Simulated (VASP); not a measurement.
# MgS (Fm-3m) in VASP: relaxation of cell and atoms with LDA

Aim: the relaxation of cell and atoms of MgS with LDA.

All numbers are computed with VASP 6.6.1; they aren't measurements. Logs are shortened: lines on timing, memory, paths and dates and some standing lists are left out, and cuts for length are marked.

### 1 The cell of the first run

Symmetry: Fm-3m, No. 225, cubic system. The conventional cell has a = 5.230 Å, b = 5.230 Å, c = 5.230 Å, α = 90.00°, β = 90.00°, γ = 90.00°. Mg (site symmetry m-3m) has 6 S at 2.61 Å within 3.4 Å. S (site symmetry m-3m) has 6 Mg at 2.61 Å within 3.4 Å.

### 2 Relaxation of cell and atoms, LDA

File INCAR:

```
ALGO = Normal
EDIFF = 1E-7
EDIFFG = -0.005
ENCUT = 840
GGA = CA
GGA_COMPAT = F
IBRION = 2
ISIF = 3
ISMEAR = -1
LASPH = T
LCHARG = F
LREAL = F
LWAVE = F
NELM = 120
NELMIN = 4
NSW = 80
PREC = Accurate
SIGMA = 0.02
```

File KPOINTS:

```
k-points
0
Gamma
  8 8 8
```

File POSCAR:

```
MgS
1.0
    0.0000000000      2.6148576572      2.6148576572
    2.6148576572      0.0000000000      2.6148576572
    2.6148576572      2.6148576572      0.0000000000
Mg S
1 1
Direct
    0.0000000000      0.0000000000      0.0000000000
    0.5000000000      0.5000000000      0.5000000000
```

Potentials or basis: VASP PAW LDA potentials, release 64 (Mg_sv, S).

The run is started by

```console
$ cat potpaw_LDA.64/Mg_sv/POTCAR potpaw_LDA.64/S/POTCAR > POTCAR
$ mpirun -np 1 vasp_std > vasp.out
```

OUTCAR:

```text
EDIFF = 1E-7
   EDIFFG = -0.005
   ENCUT = 840
   GGA = CA
   IBRION = 2
   ISIF = 3
   ISMEAR = -1
   LASPH = T
   LREAL = F
   NELM = 120
   NELMIN = 4
   NSW = 80
   PREC = Accurate

 ion  position               nearest neighbor table
   1  0.000  0.000  0.000-
   2  0.500  0.500  0.500-

  LATTYP: Found a face centered cubic cell.
 ALAT       =     5.2297153144

  Lattice vectors:

 A1 = (   0.0000000000,   2.6148576572,   2.6148576572)
 A2 = (   2.6148576572,   0.0000000000,   2.6148576572)
 A3 = (   2.6148576572,   2.6148576572,   0.0000000000)

Analysis of symmetry for initial positions (statically):
=====================================================================
 Subroutine PRICEL returns:
 Original cell was already a primitive cell.

 Routine SETGRP: Setting up the symmetry group for a
 face centered cubic supercell.

 Subroutine GETGRP returns: Found 48 space group operations
 (whereof 48 operations were pure point group operations)
 out of a pool of 48 trial point group operations.

The static configuration has the point symmetry O_h .

Analysis of symmetry for dynamics (positions and initial velocities):
=====================================================================
 Subroutine PRICEL returns:
 Original cell was already a primitive cell.

 Routine SETGRP: Setting up the symmetry group for a
 face centered cubic supercell.

 Subroutine GETGRP returns: Found 48 space group operations
 (whereof 48 operations were pure point group operations)
 out of a pool of 48 trial point group operations.

The dynamic configuration has the point symmetry O_h .

 Subroutine INISYM returns: Found 48 space group operations
 (whereof 48 operations are pure point group operations),
 and found     1 'primitive' translations

----------------------------------------------------------------------------------------

                                     Primitive cell

  volume of cell :      35.7581

  direct lattice vectors                    reciprocal lattice vectors
     0.000000000  2.614857657  2.614857657    -0.191214997  0.191214997  0.191214997
     2.614857657  0.000000000  2.614857657     0.191214997 -0.191214997  0.191214997
     2.614857657  2.614857657  0.000000000     0.191214997  0.191214997 -0.191214997

  length of vectors
     3.697967162  3.697967162  3.697967162     0.331194091  0.331194091  0.331194091

  position of ions in fractional coordinates (direct lattice)
     0.000000000  0.000000000  0.000000000
     0.500000000  0.500000000  0.500000000

  ion indices of the primitive-cell ions
   primitive index   ion index
                 1           1
                 2           2

----------------------------------------------------------------------------------------

 KPOINTS: k-points

Automatic generation of k-mesh.
 Grid dimensions read from file:
 generate k-points for:    8    8    8

 Generating k-lattice:

  Cartesian coordinates                     Fractional coordinates (reciprocal lattice)
    -0.023901875  0.023901875  0.023901875     0.125000000  0.000000000  0.000000000
     0.023901875 -0.023901875  0.023901875     0.000000000  0.125000000  0.000000000
     0.023901875  0.023901875 -0.023901875     0.000000000  0.000000000  0.125000000

  Length of vectors
     0.041399261  0.041399261  0.041399261

  Shift w.r.t. Gamma in fractional coordinates (k-lattice)
     0.000000000  0.000000000  0.000000000

 Subroutine IBZKPT returns following result:
 ===========================================

 Found     29 irreducible k-points:

 Following reciprocal coordinates:
            Coordinates               Weight
  0.000000  0.000000  0.000000      1.000000
  0.125000  0.000000  0.000000      8.000000
  0.250000  0.000000  0.000000      8.000000
  0.375000  0.000000  0.000000      8.000000
  0.500000  0.000000  0.000000      4.000000
  0.125000  0.125000  0.000000      6.000000
[... 16 lines left out ...]
  0.500000  0.250000  0.125000     48.000000
 -0.375000  0.250000  0.125000     24.000000
 [... further k-points ...]
   k-points           NKPTS =     29   k-points in BZ     NKDIM =     29   number of bands    NBANDS=     12
   number of dos      NEDOS =    301   number of ions     NIONS =      2
   total plane-waves  NPLWV =  46656
   dimension x,y,z NGX =    36 NGY =   36 NGZ =   36
   dimension x,y,z NGXF=    72 NGYF=   72 NGZF=   72
   ions per type =               1   1
   NGX,Y,Z   is equivalent  to a cutoff of  16.18, 16.18, 16.18 a.u.
   NGXF,Y,Z  is equivalent  to a cutoff of  32.37, 32.37, 32.37 a.u.
 SYSTEM =  unknown system
   PREC   = accura    normal or accurate (medium, high low for compatibility)
   ISTART =      0    job   : 0-new  1-cont  2-samecut
   ICHARG =      2    charge: 1-file 2-atom 10-const
   ISPIN  =      1    spin polarized calculation?
   LNONCOLLINEAR =      F non collinear calculations
   LSORBIT =      F    spin-orbit coupling
   LASPH  =      T    aspherical Exc in radial PAW
   ENCUT  =  840.0 eV  61.74 Ry    7.86 a.u.   8.74  8.74  8.74*2*pi/ulx,y,z
   NELM   =    120;   NELMIN=  4; NELMDL= -5     # of ELM steps
   EDIFF  = 0.1E-06   stopping-criterion for ELM
   LREAL  =      F    real-space projection
   EDIFFG = -.5E-02   stopping-criterion for IOM
   NSW    =     80    number of steps for IOM
   IBRION =      2    ionic relax: 0-MD 1-quasi-New 2-CG
   NFREE  =      1    steps in history (QN), initial steepest desc. (CG)
   ISIF   =      3    stress and relaxation
   ISYM   =      2    0-nonsym 1-usesym 2-fastsym
   POTIM  = 0.5000    time-step for ionic-motion
   TEBEG  =    0.0;   TEEND  =   0.0 temperature during run
   PSTRESS=    0.0 pullay stress
   NELECT =      16.0000    total number of electrons
   NUPDOWN=      -1.0000    fix difference up-down
   EMIN   =  10.00;   EMAX   =-10.00  energy-range for DOS
   EFERMI =   0.00;   METHOD = LEGACY
   ISMEAR =    -1;   SIGMA  =   0.02  broadening in eV -4-tet -1-fermi 0-gaus
   EFERMI_NEDOS =   21; number of points for ismear=-14 and -15
   IALGO  =     38    algorithm
   IMIX   =      4    mixing-type and parameters
     AMIX     =   0.40;   BMIX     =  1.00
     AMIX_MAG =   1.60;   BMIX_MAG =  1.00
  volume/ion in A,a.u.               =      17.88       120.65
  Fermi-wavevector in a.u.,A,eV,Ry     =   1.252151  2.366223 21.332338  1.567883
  Thomas-Fermi vector in A             =   2.386065
   LORBIT       =      0    0 simple, 1 ext, 2 COOP (PROOUT), +10 PAW based schemes
   GGA     = CA    functional components
   LHFCALC =     F    Hartree Fock is set to
   AEXX    =    0.0000 exact exchange contribution
   IVDW    =     0    specifies the selected vdW correction
   LEPSILON=     F    determine dielectric tensor
   LRPA    =     F    only Hartree local field effects (RPA)
 conjugate gradient relaxation of ions
 non-spin polarized calculation
  energy-cutoff  :      840.00
  volume of cell :       35.76
 maximum number of plane-waves:      1996
   NGX = 17   NGY = 17   NGZ = 17

--------------------------------------- Ionic step        1  -------------------------------------------

 number of electron      16.0000007 magnetization

 Free energy of the ion-electron system (eV)
  ---------------------------------------------------
  ext. energy  EPLUGINS =         0.00000000
  ---------------------------------------------------
  free energy    TOTEN  =        -9.46435034 eV

  energy without entropy =       -9.46435034  energy(sigma->0) =       -9.46435034

------------------------ aborting loop because EDIFF is reached ----------------------------------------

  FORCE on cell =-STRESS in cart. coord.  units (eV):
  Direction    XX          YY          ZZ          XY          YZ          ZX
  --------------------------------------------------------------------------------------
  -------------------------------------------------------------------------------------
  Total       -0.9645495     -0.9645495     -0.9645495      0.0000000     -0.0000000      0.0000000
  in kB      -43.2176301    -43.2176301    -43.2176301      0.0000000     -0.0000000      0.0000000
  external PRESSURE =     -43.2176301 kB  Pullay stress =       0.0000000 kB

 VOLUME and BASIS-vectors are now :
 -----------------------------------------------------------------------------
  energy-cutoff  :      840.00
  volume of cell :       35.76
      direct lattice vectors                 reciprocal lattice vectors
     0.000000000  2.614857657  2.614857657    -0.191214997  0.191214997  0.191214997
     2.614857657  0.000000000  2.614857657     0.191214997 -0.191214997  0.191214997
     2.614857657  2.614857657  0.000000000     0.191214997  0.191214997 -0.191214997
[... 37 lines left out ...]
 POSITION                                       TOTAL-FORCE (eV/Angst)
 -----------------------------------------------------------------------------------
      5.10804      2.55402      2.55402        -0.000000      0.000000     -0.000000
      2.55402      2.55402      2.55402         0.000000     -0.000000      0.000000
 -----------------------------------------------------------------------------------
    total drift:                                0.000000      0.000000      0.000000

  FREE ENERGIE OF THE ION-ELECTRON SYSTEM (eV)
  ---------------------------------------------------
  free  energy   TOTEN  =        -9.4910414802 eV

  energy  without entropy=       -9.4910414802  energy(sigma->0) =       -9.49104148

--------------------------------------- Ionic step        3  -------------------------------------------

 number of electron      15.9999993 magnetization

 Free energy of the ion-electron system (eV)
  ---------------------------------------------------
  ext. energy  EPLUGINS =         0.00000000
  ---------------------------------------------------
  free energy    TOTEN  =        -9.49260399 eV

  energy without entropy =       -9.49260399  energy(sigma->0) =       -9.49260399

 E-fermi :   4.2164     XC(G=0): -10.3515

 val. band max:        3.8112427490   @ k =   0.0000   0.0000   0.0000
 cond. band min:       6.4749519473   @ k =   0.5000   0.5000   0.0000
 fundamental gap:      2.6637091983
 Fermi energy:         4.2164247424

 k-point     1 :       0.0000    0.0000    0.0000
  band No.  band energies     occupation
      1     -69.9741      2.00000
      2     -37.4620      2.00000
      3     -37.4620      2.00000
      4     -37.4620      2.00000
      5      -9.0752      2.00000
      6       3.8112      2.00000
      7       3.8112      2.00000
      8       3.8112      2.00000
      9       7.6543      0.00000
     10      11.6154      0.00000
     11      11.6154      0.00000
     12      11.6154      0.00000

 k-point     2 :       0.1250    0.0000    0.0000
  band No.  band energies     occupation
      1     -69.9740      2.00000
      2     -37.4633      2.00000
      3     -37.4622      2.00000
      4     -37.4622      2.00000
      5      -8.9106      2.00000
      6       2.7083      2.00000
      7       3.6992      2.00000
      8       3.6992      2.00000
      9       8.4497      0.00000
     10      11.3294      0.00000
     11      11.8835      0.00000
     12      11.8835      0.00000
[... 316 lines left out ...]
 k-point    24 :      -0.3750    0.2500    0.1250
  band No.  band energies     occupation
      1     -69.9735      2.00000
      2     -37.4693      2.00000
      3     -37.4653      2.00000
      4     -37.4639      2.00000
      5      -7.4087      2.00000
      6      -0.7721      2.00000
      7       1.5115      2.00000
      8       2.5627      2.00000
      9       9.3137      0.00000
     10       9.8537      0.00000
     11      12.2124      0.00000
     12      13.3051      0.00000

 [... further k-points ...]

------------------------ aborting loop because EDIFF is reached ----------------------------------------

  FORCE on cell =-STRESS in cart. coord.  units (eV):
  Direction    XX          YY          ZZ          XY          YZ          ZX
  --------------------------------------------------------------------------------------
  -------------------------------------------------------------------------------------
  Total        0.0022700      0.0022700      0.0022700      0.0000000      0.0000000     -0.0000000
  in kB        0.1077358      0.1077358      0.1077358      0.0000000      0.0000000     -0.0000000
  external PRESSURE =       0.1077358 kB  Pullay stress =       0.0000000 kB

 VOLUME and BASIS-vectors are now :
 -----------------------------------------------------------------------------
  energy-cutoff  :      840.00
  volume of cell :       33.76
      direct lattice vectors                 reciprocal lattice vectors
     0.000000000  2.565182341  2.565182341    -0.194917918  0.194917918  0.194917918
     2.565182341 -0.000000000  2.565182341     0.194917918 -0.194917918  0.194917918
     2.565182341  2.565182341  0.000000000     0.194917918  0.194917918 -0.194917918

 POSITION                                       TOTAL-FORCE (eV/Angst)
 -----------------------------------------------------------------------------------
      0.00000      0.00000      0.00000        -0.000000      0.000000      0.000000
      2.56518      2.56518      2.56518         0.000000     -0.000000     -0.000000
 -----------------------------------------------------------------------------------
    total drift:                                0.000000      0.000000      0.000000

  FREE ENERGIE OF THE ION-ELECTRON SYSTEM (eV)
  ---------------------------------------------------
  free  energy   TOTEN  =        -9.4926039879 eV

  energy  without entropy=       -9.4926039879  energy(sigma->0) =       -9.49260399

 reached required accuracy - stopping structural energy minimisation
```

Run time: 41 s. Hardware: 1 thread of Intel Xeon Platinum 8488C (Sapphire Rapids), shared host; peak memory 0.18 GiB.

What came out:

```yaml
Free_energy: -9.4926 eV
Relaxed_volume: 16.88 Å³/atom
Relaxed_cell: a = 3.628 Å, b = 3.628 Å, c = 3.628 Å, α = 60.00°, β = 60.00°, γ = 60.00°
Space_group_after_relaxing_to_0.1_Å: Fm-3m (No. 225)
Energy_gained_by_relaxing: 14.1 meV/atom
Ionic_steps: 3
Pressure_after_relaxing: 0.0 GPa
Band_gap_on_the_k_mesh: 2.66 eV (least direct gap 3.84 eV)
```

The path:
| step | energy change (eV) | largest force (eV/Å) | pressure (GPa) | volume (Å³) |
| --- | --- | --- | --- | --- |
| 1 | 0.0000 | 0.0000 | -4.32 | 35.76 |
| 2 | -0.0267 | 0.0000 | 1.14 | 33.32 |
| 3 | -0.0283 | 0.0000 | 0.01 | 33.76 |

Final structure:
```
CELL_PARAMETERS angstrom
0.00000 2.56518 2.56518
2.56518 0.00000 2.56518
2.56518 2.56518 0.00000
ATOMIC_POSITIONS crystal
Mg 0.00000 0.00000 0.00000
S 0.50000 0.50000 0.50000
```

A k mesh can miss the band edges. Zero-point motion and thermal expansion aren't in these numbers.
